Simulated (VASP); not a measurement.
**Mg2MoH: single point with PBE**

Mg2MoH:

```
CELL_PARAMETERS angstrom
2.96131 0.00000 0.00000
-1.48066 2.56457 0.00000
0.00000 0.00000 7.56468
ATOMIC_POSITIONS crystal
Mg 0.33333 0.66667 0.80349
Mg 0.66667 0.33333 0.19651
H 0.00000 0.00000 0.00000
Mo 0.00000 0.00000 0.50000
```

| Item | Value |
| --- | --- |
| Program | VASP 6.6.1 |
| Task | single point |
| Functional | PBE |
| Potentials or basis | VASP PAW PBE potentials, release 64 (Mg, H, Mo_sv) |
| Cutoff | 520 eV |
| k mesh | 18 × 18 × 6 |
| Occupations | gaussian, width 0.1 eV |
| Spin | no spin polarisation |
| Dipole correction | no |
| Further INCAR settings | ALGO = Normal; EDIFF = 1e-06; NBANDS = 18 |

* Pressure: -0.1 GPa
* Largest force: 0.017 eV/Å
* Band gap on the k mesh: zero (an odd number of electrons rules out a gap without spin polarisation)

Forces on the atoms (eV/Å):
```
Mg   0.000  0.000  0.017
Mg   0.000  0.000 -0.017
H    0.000  0.000  0.000
Mo   0.000  0.000  0.000
```

Stress tensor (GPa, compression positive):
```
-0.05  0.00  0.00
 0.00 -0.05  0.00
 0.00  0.00 -0.14
```

Levels at points of the mesh, in eV from the Fermi level:
```csv
k point,band 7,band 8,band 9,band 10,band 11,band 12
"(0.00, 0.00, 0.00)",-5.02,-2.52,-0.26,-0.26,1.59,1.59
"(0.50, 0.00, 0.00)",-3.14,-1.94,-0.94,0.09,0.72,1.23
"(0.00, 0.00, 0.50)",-3.38,-2.68,-0.26,-0.26,0.97,1.59
"(0.50, 0.00, 0.50)",-3.38,-1.68,-0.75,-0.43,0.72,1.98
```

Run time: 2.7 min on 1 thread of Intel Xeon 8259CL (shared host), peak memory 0.35 GiB.
